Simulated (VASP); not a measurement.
# BeSe (F-43m) in VASP: a series of runs, part 2 of 2

VASP 6.6.1. Earlier steps stand in the parts before.

### Step 3. G0W0 quasiparticle levels, LDA

POSCAR

```
BeSe
1.0
    0.0000000000      2.5810353743      2.5810353743
    2.5810353743      0.0000000000      2.5810353743
    2.5810353743      2.5810353743      0.0000000000
Be Se
1 1
Direct
    0.0000000000      0.0000000000      0.0000000000
    0.2500000000      0.2500000000      0.2500000000
```

INCAR.step1

```
SYSTEM = BeSe
ALGO = Normal
EDIFF = 1E-8
ENCUT = 500
GGA = CA
ISMEAR = 0
LASPH = .TRUE.
LCHARG = .FALSE.
LREAL = .FALSE.
LWAVE = .TRUE.
NELM = 80
PREC = Accurate
SIGMA = 0.01
```

INCAR.step2

```
SYSTEM = BeSe
ALGO = Exact
EDIFF = 1E-8
ENCUT = 500
GGA = CA
ISMEAR = 0
ISTART = 1
LASPH = .TRUE.
LCHARG = .FALSE.
LOPTICS = .TRUE.
LREAL = .FALSE.
LWAVE = .TRUE.
NBANDS = 133
NELM = 1
PREC = Accurate
SIGMA = 0.01
```

INCAR.step3

```
SYSTEM = BeSe
ALGO = EVGW0
EDIFF = 1E-8
ENCUT = 500
ENCUTGW = 140.0
GGA = CA
ISMEAR = 0
ISTART = 1
LASPH = .TRUE.
LCHARG = .FALSE.
LREAL = .FALSE.
LWAVE = .FALSE.
NBANDS = 133
NBANDSGW = 12
NELMGW = 1
NOMEGA = 48
PREC = Accurate
PRECFOCK = Fast
SIGMA = 0.01
```

KPOINTS

```
k-points
0
G
  4 4 4
  0 0 0
```

Potentials or basis: VASP PAW LDA potentials, release 64 (Be_GW, Se_GW).

Started as:

```
cat potpaw_LDA.64/Be_GW/POTCAR potpaw_LDA.64/Se_GW/POTCAR > POTCAR
cp INCAR.step1 INCAR
mpirun -np 1 vasp_std > vasp.out
cp INCAR.step2 INCAR
mpirun -np 1 vasp_std > vasp.out
cp INCAR.step3 INCAR
mpirun -np 1 vasp_std > vasp.out
```

OUTCAR:

```text
SYSTEM = BeSe
   EDIFF = 1E-8
   ENCUT = 500
   ENCUTGW = 140.0
   GGA = CA
   ISMEAR = 0
   ISTART = 1
   LASPH = .TRUE.
   LREAL = .FALSE.
   NELMGW = 1
   PREC = Accurate
   PRECFOCK = Fast

 ion  position               nearest neighbor table
   1  0.000  0.000  0.000-   2 2.24   2 2.24   2 2.24   2 2.24
   2  0.250  0.250  0.250-   1 2.24   1 2.24   1 2.24   1 2.24

  LATTYP: Found a face centered cubic cell.
 ALAT       =     5.1620707486

  Lattice vectors:

 A1 = (   0.0000000000,   2.5810353743,   2.5810353743)
 A2 = (   2.5810353743,   0.0000000000,   2.5810353743)
 A3 = (   2.5810353743,   2.5810353743,   0.0000000000)

Analysis of symmetry for initial positions (statically):
=====================================================================
 Subroutine PRICEL returns:
 Original cell was already a primitive cell.

 Routine SETGRP: Setting up the symmetry group for a
 face centered cubic supercell.

 Subroutine GETGRP returns: Found 24 space group operations
 (whereof 24 operations were pure point group operations)
 out of a pool of 48 trial point group operations.

The static configuration has the point symmetry T_d .

Analysis of symmetry for dynamics (positions and initial velocities):
=====================================================================
 Subroutine PRICEL returns:
 Original cell was already a primitive cell.

 Routine SETGRP: Setting up the symmetry group for a
 face centered cubic supercell.

 Subroutine GETGRP returns: Found 24 space group operations
 (whereof 24 operations were pure point group operations)
 out of a pool of 48 trial point group operations.

The dynamic configuration has the point symmetry T_d .

 Subroutine INISYM returns: Found 24 space group operations
 (whereof 24 operations are pure point group operations),
 and found     1 'primitive' translations

----------------------------------------------------------------------------------------

                                     Primitive cell

  volume of cell :      34.3884

  direct lattice vectors                    reciprocal lattice vectors
     0.000000000  2.581035374  2.581035374    -0.193720708  0.193720708  0.193720708
     2.581035374  0.000000000  2.581035374     0.193720708 -0.193720708  0.193720708
     2.581035374  2.581035374  0.000000000     0.193720708  0.193720708 -0.193720708

  length of vectors
     3.650135231  3.650135231  3.650135231     0.335534109  0.335534109  0.335534109

  position of ions in fractional coordinates (direct lattice)
     0.000000000  0.000000000  0.000000000
     0.250000000  0.250000000  0.250000000

  ion indices of the primitive-cell ions
   primitive index   ion index
                 1           1
                 2           2

----------------------------------------------------------------------------------------

 KPOINTS: k-points

Automatic generation of k-mesh.
 Grid dimensions read from file:
 generate k-points for:    4    4    4

 Generating k-lattice:

  Cartesian coordinates                     Fractional coordinates (reciprocal lattice)
    -0.048430177  0.048430177  0.048430177     0.250000000  0.000000000  0.000000000
     0.048430177 -0.048430177  0.048430177     0.000000000  0.250000000  0.000000000
     0.048430177  0.048430177 -0.048430177     0.000000000  0.000000000  0.250000000

  Length of vectors
     0.083883527  0.083883527  0.083883527

  Shift w.r.t. Gamma in fractional coordinates (k-lattice)
     0.000000000  0.000000000  0.000000000

 Subroutine IBZKPT returns following result:
 ===========================================

 Found      8 irreducible k-points:

 Following reciprocal coordinates:
            Coordinates               Weight
  0.000000  0.000000  0.000000      1.000000
  0.250000  0.000000  0.000000      8.000000
  0.500000  0.000000  0.000000      4.000000
  0.250000  0.250000  0.000000      6.000000
  0.500000  0.250000  0.000000     24.000000
 -0.250000  0.250000  0.000000     12.000000
  0.500000  0.500000  0.000000      3.000000
 -0.250000  0.500000  0.250000      6.000000
   k-points           NKPTS =      8   k-points in BZ     NKDIM =     64   number of bands    NBANDS=    133
   number of dos      NEDOS =    301   number of ions     NIONS =      2
   total plane-waves  NPLWV =  21952
   dimension x,y,z NGX =    28 NGY =   28 NGZ =   28
   dimension x,y,z NGXF=    56 NGYF=   56 NGZF=   56
   ions per type =               1   1
   NGX,Y,Z   is equivalent  to a cutoff of  12.75, 12.75, 12.75 a.u.
   NGXF,Y,Z  is equivalent  to a cutoff of  25.51, 25.51, 25.51 a.u.
 SYSTEM =  BeSe
   PREC   = accura    normal or accurate (medium, high low for compatibility)
   ISTART =      1    job   : 0-new  1-cont  2-samecut
   ICHARG =      0    charge: 1-file 2-atom 10-const
   ISPIN  =      1    spin polarized calculation?
   LNONCOLLINEAR =      F non collinear calculations
   LSORBIT =      F    spin-orbit coupling
   LASPH  =      T    aspherical Exc in radial PAW
   ENCUT  =  500.0 eV  36.75 Ry    6.06 a.u.   6.66  6.66  6.66*2*pi/ulx,y,z
   NELM   =     60;   NELMIN=  2; NELMDL=  0     # of ELM steps
   EDIFF  = 0.1E-07   stopping-criterion for ELM
   LREAL  =      F    real-space projection
   EDIFFG = 0.1E-06   stopping-criterion for IOM
   NSW    =      0    number of steps for IOM
   IBRION =     -1    ionic relax: 0-MD 1-quasi-New 2-CG
   NFREE  =      0    steps in history (QN), initial steepest desc. (CG)
   ISIF   =      0    stress and relaxation
   ISYM   =      3    0-nonsym 1-usesym 2-fastsym
   POTIM  = 0.5000    time-step for ionic-motion
   TEBEG  =    0.0;   TEEND  =   0.0 temperature during run
   PSTRESS=    0.0 pullay stress
   NELECT =       8.0000    total number of electrons
   NUPDOWN=      -1.0000    fix difference up-down
   EMIN   =  10.00;   EMAX   =-10.00  energy-range for DOS
   EFERMI =   0.00;   METHOD = LEGACY
   ISMEAR =     0;   SIGMA  =   0.01  broadening in eV -4-tet -1-fermi 0-gaus
   EFERMI_NEDOS =   21; number of points for ismear=-14 and -15
   IALGO  =     38    algorithm
   IMIX   =      4    mixing-type and parameters
     AMIX     =   0.40;   BMIX     =  1.00
     AMIX_MAG =   1.60;   BMIX_MAG =  1.00
  volume/ion in A,a.u.               =      17.19       116.03
  Fermi-wavevector in a.u.,A,eV,Ry     =   1.006856  1.902683 13.793040  1.013760
  Thomas-Fermi vector in A             =   2.139625
   LORBIT       =      0    0 simple, 1 ext, 2 COOP (PROOUT), +10 PAW based schemes
   GGA     = CA    functional components
   LHFCALC =     T    Hartree Fock is set to
   PRECFOCK=fast      Normal, Fast or Accurate (Low or Medium for compatibility)
   ENCUT4O =  -1.0   cutoff for four orbital integrals eV
   NKREDX  =     1    reduce k-point grid by
   NKREDY  =     1    reduce k-point grid by
   NKREDZ  =     1    reduce k-point grid by
   AEXX    =    1.0000 exact exchange contribution
   HFSCREEN=    0.0000 screening length (either q_TF or 0.3 A-1)
   HFSCREENC=   0.0000 screening length for correlation (either q_TF or 0.3 A-1)
   ENCUTFOCK=  -1.0 apply spherical cutoff to Coloumb kernel
   IVDW    =     0    specifies the selected vdW correction
   LEPSILON=     F    determine dielectric tensor
   LRPA    =     F    only Hartree local field effects (RPA)
   LRPAFORCE           =     F    calculate RPA forces
   ENCUTGW             = 140.0    cutoff for response function in eV
   ENCUTGWSOFT         = 112.0    soft cutoff for Coulomb kernel in GW response function in eV
   ENCUTLF             =  -1.0    cutoff for local field effects
   NELMGW              =     1    number of iterations in solving QP/BSE equation
   NELMHF              =     1    number of iterations in the inner HF iteration
   NKREDLFX            =     1    NKREDLFY  =   1   NKREDLFZ  =   1
 non-spin polarized calculation
 Gauss-broadening in eV      SIGMA  =   0.01
  energy-cutoff  :      500.00
  volume of cell :       34.39
 maximum number of plane-waves:       893
 NGX is ok and might be reduce to    28
  NGX = 16; NGY = 16; NGZ = 16
   NGX = 13   NGY = 13   NGZ = 13
 maximum number of plane-waves:       138

 QP shifts <psi_nk| G(iteration)W_0 |psi_nk>: iteration 1
 for sc-GW calculations column KS-energies equals QP-energies in previous step
 and V_xc(KS)=  KS-energies - (<T + V_ion + V_H > + <T+V_H+V_ion>^1  + <V_x>^1)

 k-point   1 :       0.0000    0.0000    0.0000
  band No.  KS-energies  QP-energies   sigma(KS)   V_xc(KS)     V^pw_x(r,r')   Z            occupation Imag(sigma)

      1     -10.7980     -11.6847     -13.5884     -12.3792     -20.0313       0.7333       2.0000       1.3742
      2       2.9527       2.2303     -13.6131     -12.6987     -15.0115       0.7901       2.0000       0.0766
      3       2.9527       2.2303     -13.6131     -12.6987     -15.0115       0.7901       2.0000       0.0766
      4       2.9527       2.2303     -13.6131     -12.6987     -15.0115       0.7901       2.0000       0.0766
      5       7.0380       7.7869      -9.3462     -10.2953      -5.0250       0.7891       0.0000      -0.0842
      6       7.8752       8.5460      -9.2156     -10.0717      -4.8274       0.7836       0.0000      -0.0877
      7       7.8752       8.5460      -9.2156     -10.0717      -4.8274       0.7836       0.0000      -0.0877
      8       7.8752       8.5460      -9.2156     -10.0717      -4.8274       0.7836       0.0000      -0.0877
      9      14.7143      14.9792      -8.3227      -8.6763      -2.3860       0.7492       0.0000      -0.3338
     10      15.4612      15.9165      -9.5534     -10.1441      -4.2156       0.7707       0.0000      -0.2589
     11      15.4612      15.9165      -9.5534     -10.1441      -4.2156       0.7707       0.0000      -0.2589
     12      17.2832      17.6253      -8.0110      -8.4549      -2.1342       0.7706       0.0000      -0.4714
[... 100 lines left out ...]
      1      -8.9978      -9.6040     -14.1360     -13.2984     -20.0809       0.7237       2.0000       1.0268
      2      -1.3915      -2.4144     -12.6053     -11.2292     -15.3664       0.7433       2.0000       0.1358
      3      -0.8489      -1.7389     -12.2732     -11.0983     -14.6438       0.7575       2.0000       0.1123
      4      -0.3406      -1.1770     -12.1331     -11.0408     -14.2402       0.7657       2.0000       0.0983
      5       8.9456       9.4094      -9.3160      -9.9047      -5.0192       0.7879       0.0000      -0.0947
      6       9.8861      10.6380      -9.0268     -10.0107      -3.8954       0.7642       0.0000      -0.1328
      7      10.1757      10.7326      -8.7557      -9.4701      -4.0234       0.7797       0.0000      -0.1138
      8      10.8907      11.4981     -10.2188     -11.0204      -5.1392       0.7578       0.0000      -0.1450
      9      16.0226      16.7051     -10.2476     -11.1716      -3.9597       0.7387       0.0000      -0.4628
     10      16.3213      17.0493      -9.7153     -10.6879      -3.5289       0.7486       0.0000      -0.4189
     11      18.8268      19.4487      -9.5088     -10.3255      -3.2296       0.7615       0.0000      -0.5846
     12      19.6288      20.1517      -9.2944      -9.9613      -3.0376       0.7841       0.0000      -0.7962
```

Wall time 77 s (1 thread of Intel Xeon Platinum 8259CL at 2.50GHz (Skylake/Cascade Lake), shared host); peak memory 0.31 GiB.

Results:

| Property | Result |
| --- | --- |
| Quasiparticle gap | 3.65 eV |
| Least direct quasiparticle gap | 5.56 eV |
| Band gap of the starting levels on the mesh | 2.47 eV |
| Least direct gap of the starting levels on the mesh | 4.09 eV |

Caveat: the k points lie up to 0.53 Å⁻¹ apart; bands, screening cutoff and mesh are small and nothing is extrapolated, so the quasiparticle values aren't converged.
